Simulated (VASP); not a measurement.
A run of VASP 6.6.1 is set up as follows.

Contents of INCAR:

```
  PREC = Accurate
  ENCUT = 520
  EDIFF = 1E-7
  ISMEAR = 1
  SIGMA = 0.15
  LREAL = F
  LASPH = T
  NELM = 80
  ALGO = Normal
  ISIF = 2
  LWAVE = F
  LCHARG = F
  NBANDS = 13
```

Contents of KPOINTS:

```
Automatic mesh
0
Gamma
  10 10 10
```

POSCAR

```
MgPd
1.0
    3.1600000000      0.0000000000      0.0000000000
    0.0000000000      3.1600000000      0.0000000000
    0.0000000000      0.0000000000      3.1600000000
Mg Pd
1 1
Direct
    0.0000000000      0.0000000000      0.0000000000
    0.5000000000      0.5000000000      0.5000000000
```

Potentials or basis: VASP PAW LDA potentials, release 64 (Mg, Pd).

The run is started by

```bash
$ cat potpaw_LDA.64/Mg/POTCAR potpaw_LDA.64/Pd/POTCAR > POTCAR
$ mpirun -np 1 vasp_std > vasp.out
```

Estimate the band gap on the k mesh.

zero (bands 6 and 7 overlap by 3.70 eV).

Predict the pressure.

-5.8 GPa.

Caveat: the cell stands under tension.
